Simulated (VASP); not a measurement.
# Si16O (a cell with a defect) in VASP: single point with LDA

Aim: the single point of Si16O (a cell with a defect) with LDA.

Program: VASP 6.6.1. These are calculated values, not measurements. Logs are shortened: lines on timing, memory, paths and dates and some standing lists are left out, and cuts for length are marked.

### Step 1. The cell of the first run

The cell holds a defect, 17 atoms: a = 7.679 Å, b = 7.679 Å, c = 7.679 Å, α = 60.00°, β = 60.00°, γ = 60.00°.

### Step 2. Single point, LDA, collinear spin, ferromagnetic start

Contents of INCAR:

```
SYSTEM = Si16O
PREC = Accurate
ENCUT = 520
EDIFF = 1E-6
ISMEAR = -1
SIGMA = 0.02
LREAL = Auto
LASPH = .True.
NELM = 150
ALGO = Normal
ISIF = 2
LWAVE = .False.
LCHARG = .True.
ISPIN = 2
MAGMOM = 0 0 0 0 0 0 0 0 0 0 0 0 0 0 0 0 1
LORBIT = 11
LELF = .True.
LVHAR = .True.
NBANDS = 53
```

Contents of KPOINTS:

```
regular mesh
0
Gamma
  2 2 2
  0 0 0
```

Contents of POSCAR:

```
Si16O
1.0
    0.0000000000      5.4300000000      5.4300000000
    5.4300000000      0.0000000000      5.4300000000
    5.4300000000      5.4300000000      0.0000000000
Si O
16 1
Direct
    0.0415469613      0.0254696133     -0.0419889503
    0.1412983425      0.1205432781      0.1244290976
    0.0246961326      0.0256353591      0.4766666667
    0.1420073665      0.1754143646      0.5903867403
    0.0018968692      0.5127440147      0.0223204420
    0.1850184162      0.6531767956      0.0561049724
    0.0016758748      0.5601289134      0.5233149171
    0.1596593002      0.6621086556      0.6675230203
    0.4974125230      0.0465837937     -0.0000644567
    0.6381491713      0.1426795580      0.1110957643
    0.5137476980      0.0480755064      0.4844290976
    0.6645764273      0.1019797422      0.6375046041
    0.5452946593      0.5146132597     -0.0458655617
    0.6142909761      0.6653222836      0.1093186004
    0.5167311234      0.4938213628      0.4805801105
    0.6447790055      0.6666206262      0.5819060773
    0.1820534070      0.6288121547      0.2961786372
```

Potentials or basis: VASP PAW LDA potentials, release 64 (Si, O).

Command:

```
cat potpaw_LDA.64/Si/POTCAR potpaw_LDA.64/O/POTCAR > POTCAR
mpirun -np 1 vasp_std > vasp.out
```

OUTCAR:

```text
SYSTEM = Si16O
   PREC = Accurate
   ENCUT = 520
   EDIFF = 1E-6
   ISMEAR = -1
   LREAL = Auto
   LASPH = .True.
   NELM = 150
   ISIF = 2
   ISPIN = 2
   LORBIT = 11

 ion  position               nearest neighbor table
   1  0.042  0.025  0.958-   2 2.29   4 2.31   6 2.34  10 2.53
   2  0.141  0.121  0.124-   3 2.22   9 2.26   1 2.29   5 2.47
   3  0.025  0.026  0.477-   2 2.22  12 2.28   8 2.36   4 2.39
   4  0.142  0.175  0.590-   1 2.31  11 2.33   3 2.39   7 2.45
   5  0.002  0.513  0.022-   8 2.27   6 2.32  14 2.45   2 2.47
   6  0.185  0.653  0.056-  17 1.75  13 2.26   5 2.32   1 2.34   7 2.96   8 3.05
   7  0.002  0.560  0.523-  17 1.62  16 2.30   4 2.45   8 2.54   6 2.96
   8  0.160  0.662  0.668-   5 2.27   3 2.36  15 2.37   7 2.54   6 3.05
   9  0.497  0.047  1.000-  10 2.19   2 2.26  12 2.32  14 2.40
  10  0.638  0.143  0.111-   9 2.19  13 2.35  11 2.35   1 2.53
  11  0.514  0.048  0.484-  12 2.29   4 2.33  10 2.35  16 2.40
  12  0.665  0.102  0.638-   3 2.28  11 2.29   9 2.32  15 2.47
  13  0.545  0.515  0.954-   6 2.26  16 2.34  10 2.35  14 2.38
  14  0.614  0.665  0.109-  15 2.35  13 2.38   9 2.40   5 2.45
  15  0.517  0.494  0.481-  14 2.35   8 2.37  12 2.47  16 2.54
  16  0.645  0.667  0.582-   7 2.30  13 2.34  11 2.40  15 2.54
  17  0.182  0.629  0.296-   7 1.62   6 1.75

  LATTYP: Found a face centered cubic cell.
 ALAT       =    10.8600000000

  Lattice vectors:

 A1 = (   0.0000000000,   5.4300000000,   5.4300000000)
 A2 = (   5.4300000000,   0.0000000000,   5.4300000000)
 A3 = (   5.4300000000,   5.4300000000,   0.0000000000)

Analysis of symmetry for initial positions (statically):
=====================================================================
 Subroutine PRICEL returns:
 Original cell was already a primitive cell.

 Routine SETGRP: Setting up the symmetry group for a
 face centered cubic supercell.

 Subroutine GETGRP returns: Found  1 space group operations
 (whereof  1 operations were pure point group operations)
 out of a pool of 48 trial point group operations.

The static configuration has the point symmetry C_1 .

Analysis of symmetry for dynamics (positions and initial velocities):
=====================================================================
 Subroutine PRICEL returns:
 Original cell was already a primitive cell.

 Routine SETGRP: Setting up the symmetry group for a
 face centered cubic supercell.

 Subroutine GETGRP returns: Found  1 space group operations
 (whereof  1 operations were pure point group operations)
 out of a pool of 48 trial point group operations.

The dynamic configuration has the point symmetry C_1 .

Analysis of structural, dynamic, and magnetic symmetry:
=====================================================================
 Subroutine PRICEL returns:
 Original cell was already a primitive cell.

 Routine SETGRP: Setting up the symmetry group for a
 face centered cubic supercell.

 Subroutine GETGRP returns: Found  1 space group operations
 (whereof  1 operations were pure point group operations)
 out of a pool of 48 trial point group operations.

The overall configuration has the point symmetry C_1 .

 Subroutine INISYM returns: Found  1 space group operations
 (whereof  1 operations are pure point group operations),
 and found     1 'primitive' translations

----------------------------------------------------------------------------------------

                                     Primitive cell

  volume of cell :     320.2060

  direct lattice vectors                    reciprocal lattice vectors
     0.000000000  5.430000000  5.430000000    -0.092081031  0.092081031  0.092081031
     5.430000000  0.000000000  5.430000000     0.092081031 -0.092081031  0.092081031
     5.430000000  5.430000000  0.000000000     0.092081031  0.092081031 -0.092081031

  length of vectors
     7.679179644  7.679179644  7.679179644     0.159489025  0.159489025  0.159489025

  position of ions in fractional coordinates (direct lattice)
     0.041546961  0.025469613  0.958011050
     0.141298343  0.120543278  0.124429098
     0.024696133  0.025635359  0.476666667
     0.142007367  0.175414365  0.590386740
     0.001896869  0.512744015  0.022320442
     0.185018416  0.653176796  0.056104972
[... 9 lines left out ...]
     0.644779005  0.666620626  0.581906077
     0.182053407  0.628812155  0.296178637

[... 62 lines left out ...]
   NGX,Y,Z   is equivalent  to a cutoff of  12.99, 12.99, 12.99 a.u.
   NGXF,Y,Z  is equivalent  to a cutoff of  25.98, 25.98, 25.98 a.u.
 SYSTEM =  Si16O
   PREC   = accura    normal or accurate (medium, high low for compatibility)
   ISTART =      0    job   : 0-new  1-cont  2-samecut
   ICHARG =      2    charge: 1-file 2-atom 10-const
   ISPIN  =      2    spin polarized calculation?
   LNONCOLLINEAR =      F non collinear calculations
   LSORBIT =      F    spin-orbit coupling
   LASPH  =      T    aspherical Exc in radial PAW
   ENCUT  =  520.0 eV  38.22 Ry    6.18 a.u.  14.28 14.28 14.28*2*pi/ulx,y,z
   NELM   =    150;   NELMIN=  2; NELMDL= -5     # of ELM steps
   EDIFF  = 0.1E-05   stopping-criterion for ELM
   LREAL  =      T    real-space projection
   EDIFFG = 0.1E-04   stopping-criterion for IOM
   NSW    =      0    number of steps for IOM
   IBRION =     -1    ionic relax: 0-MD 1-quasi-New 2-CG
   NFREE  =      0    steps in history (QN), initial steepest desc. (CG)
   ISIF   =      2    stress and relaxation
   ISYM   =      2    0-nonsym 1-usesym 2-fastsym
   POTIM  = 0.5000    time-step for ionic-motion
   TEBEG  =    0.0;   TEEND  =   0.0 temperature during run
   PSTRESS=    0.0 pullay stress
   NELECT =      70.0000    total number of electrons
   NUPDOWN=      -1.0000    fix difference up-down
   EMIN   =  10.00;   EMAX   =-10.00  energy-range for DOS
   EFERMI =   0.00;   METHOD = LEGACY
   ISMEAR =    -1;   SIGMA  =   0.02  broadening in eV -4-tet -1-fermi 0-gaus
   EFERMI_NEDOS =   21; number of points for ismear=-14 and -15
   IALGO  =     38    algorithm
   IMIX   =      4    mixing-type and parameters
     AMIX     =   0.40;   BMIX     =  1.00
     AMIX_MAG =   1.60;   BMIX_MAG =  1.00
  volume/ion in A,a.u.               =      18.84       127.11
  Fermi-wavevector in a.u.,A,eV,Ry     =   0.986199  1.863645 13.232857  0.972588
  Thomas-Fermi vector in A             =   2.117562
   LORBIT       =     11    0 simple, 1 ext, 2 COOP (PROOUT), +10 PAW based schemes
   GGA     = CA    functional components
   LHFCALC =     F    Hartree Fock is set to
   AEXX    =    0.0000 exact exchange contribution
   IVDW    =     0    specifies the selected vdW correction
   LEPSILON=     F    determine dielectric tensor
   LRPA    =     F    only Hartree local field effects (RPA)
 spin polarized calculation
  energy-cutoff  :      520.00
  volume of cell :      320.21
 maximum number of plane-waves:      8646
 NGX is ok and might be reduce to    60
   NGX = 29   NGY = 29   NGZ = 29

 number of electron      70.0000001 magnetization       0.0003751

 number of electron      70.0000001 magnetization      -0.0000191

 Free energy of the ion-electron system (eV)
  ---------------------------------------------------
  ext. energy  EPLUGINS =         0.00000000
  ---------------------------------------------------
  free energy    TOTEN  =      -100.61704120 eV

  energy without entropy =     -100.61700426  energy(sigma->0) =     -100.61702273

 E-fermi :   6.1400     XC(G=0):  -9.7589

 val. band max:        5.9845655128   @ k =   0.0000   0.0000   0.5000
 cond. band min:       6.2955043113   @ k =   0.0000   0.0000   0.0000
 fundamental gap:      0.3109387984
 Fermi energy:         6.1400465069

 spin component 1

 k-point     1 :       0.0000    0.0000    0.0000
  band No.  band energies     occupation
      1     -14.1028      1.00000
      2      -5.9810      1.00000
      3      -4.3060      1.00000
      4      -3.8489      1.00000
      5      -3.6935      1.00000
      6      -3.5170      1.00000
[... 389 lines left out ...]
     46       9.9592      0.00000
     47      10.0379      0.00000
 Fermi energy:         6.1400465069

 spin component 2

 k-point     1 :       0.0000    0.0000    0.0000
  band No.  band energies     occupation
      1     -14.1029      1.00000
      2      -5.9810      1.00000
      3      -4.3061      1.00000
      4      -3.8489      1.00000
      5      -3.6935      1.00000
      6      -3.5170      1.00000
[... 389 lines left out ...]
     46       9.9592      0.00000
     47      10.0379      0.00000
 [bands above 47 left out]

------------------------ aborting loop because EDIFF is reached ----------------------------------------

  FORCE on cell =-STRESS in cart. coord.  units (eV):
  Direction    XX          YY          ZZ          XY          YZ          ZX
  --------------------------------------------------------------------------------------
  -------------------------------------------------------------------------------------
  Total        0.1533776      0.2589808      1.5677418      3.2639427     -1.8648364     -6.7206516
  in kB        0.7674375      1.2958320      7.8443262     16.3314076     -9.3308637    -33.6273375
  external PRESSURE =       3.3025319 kB  Pullay stress =       0.0000000 kB

 VOLUME and BASIS-vectors are now :
 -----------------------------------------------------------------------------
  energy-cutoff  :      520.00
  volume of cell :      320.21
      direct lattice vectors                 reciprocal lattice vectors
     0.000000000  5.430000000  5.430000000    -0.092081031  0.092081031  0.092081031
     5.430000000  0.000000000  5.430000000     0.092081031 -0.092081031  0.092081031
     5.430000000  5.430000000  0.000000000     0.092081031  0.092081031 -0.092081031

 POSITION                                       TOTAL-FORCE (eV/Angst)
 -----------------------------------------------------------------------------------
      5.34030      5.42760      0.36390        -0.168276     -1.045927     -1.304696
      1.33020      1.44290      1.42180         0.488123     -1.584383      1.053645
      2.72750      2.72240      0.27330         0.901170      1.821044     -0.324736
      4.15830      3.97690      1.72360         0.854917     -0.490336      0.296959
      2.90540      0.13150      2.79450         0.540136      0.298209     -0.920936
      3.85140      1.30930      4.55140         1.220618      0.513151     -0.353968
[... 9 lines left out ...]
      6.77950      6.66090      7.12090        -0.484854     -0.582747     -0.337842
      5.02270      2.59680      4.40300        -1.061255     -1.366235      0.735400
 -----------------------------------------------------------------------------------
    total drift:                               -0.001747      0.000389     -0.010135

  FREE ENERGIE OF THE ION-ELECTRON SYSTEM (eV)
  ---------------------------------------------------
  free  energy   TOTEN  =      -100.6170412005 eV

  energy  without entropy=     -100.6170042648  energy(sigma->0) =     -100.61702273

 total charge

# of ion       s       p       d       tot
------------------------------------------
    1        0.760   0.949   0.000   1.709
    2        0.753   0.992   0.000   1.745
    3        0.749   0.979   0.000   1.728
    4        0.758   0.945   0.000   1.703
    5        0.756   0.930   0.000   1.687
    6        0.753   0.927   0.000   1.679
[... 9 lines left out ...]
   16        0.759   0.930   0.000   1.689
   17        1.568   3.562   0.000   5.130
--------------------------------------------------
tot         13.650  18.729   0.000  32.379

 magnetization (x)

# of ion       s       p       d       tot
------------------------------------------
    1        0.000  -0.000   0.000  -0.000
    2        0.000  -0.000   0.000  -0.000
    3        0.000  -0.000   0.000  -0.000
    4        0.000   0.000   0.000   0.000
    5        0.000   0.000   0.000   0.000
    6       -0.000  -0.000   0.000  -0.000
[... 9 lines left out ...]
   16        0.000   0.000   0.000   0.000
   17       -0.000  -0.000   0.000  -0.000
--------------------------------------------------
tot         -0.000  -0.000   0.000  -0.000
```

Run time: 13 min. Hardware: 1 thread of Oxide Virtual Turin-like, shared host; peak memory 0.45 GiB.

Results:

* Free energy: -100.6170 eV
* Pressure: 0.3 GPa
* Largest force: 2.727 eV/Å
* Band gap on the k mesh: 0.31 eV
* Net moment: 0.00 μB per cell
* Valence electrons inside the program's atomic spheres: Si 1.71, 1.75, 1.73, 1.70, 1.69, 1.68, 1.67, 1.76, 1.72, 1.65 (each value once); O 5.13

Forces in eV/Å, atoms in the order of the input:
```
Si  -0.168 -1.046 -1.305
Si   0.488 -1.584  1.054
Si   0.901  1.821 -0.325
Si   0.855 -0.490  0.297
Si   0.540  0.298 -0.921
Si   1.221  0.513 -0.354
Si   0.128  1.588 -0.639
Si  -1.332 -1.021 -0.592
Si  -1.750  0.087 -1.063
Si   0.585  1.723  2.031
Si  -0.975 -0.218 -0.887
Si   0.950 -1.372  0.765
Si  -0.372 -0.038  0.665
Si  -0.487  0.765  0.092
Si   0.962  0.924  0.783
Si  -0.485 -0.583 -0.338
O   -1.061 -1.366  0.735
```

Stress tensor (GPa, compression positive):
```
 0.08  1.63 -3.36
 1.63  0.13 -0.93
-3.36 -0.93  0.78
```

Caveat: the k points lie up to 0.50 Å⁻¹ apart; the atoms stand as in a frame of molecular dynamics; semilocal functionals underestimate gaps, and a narrow one can read as zero.
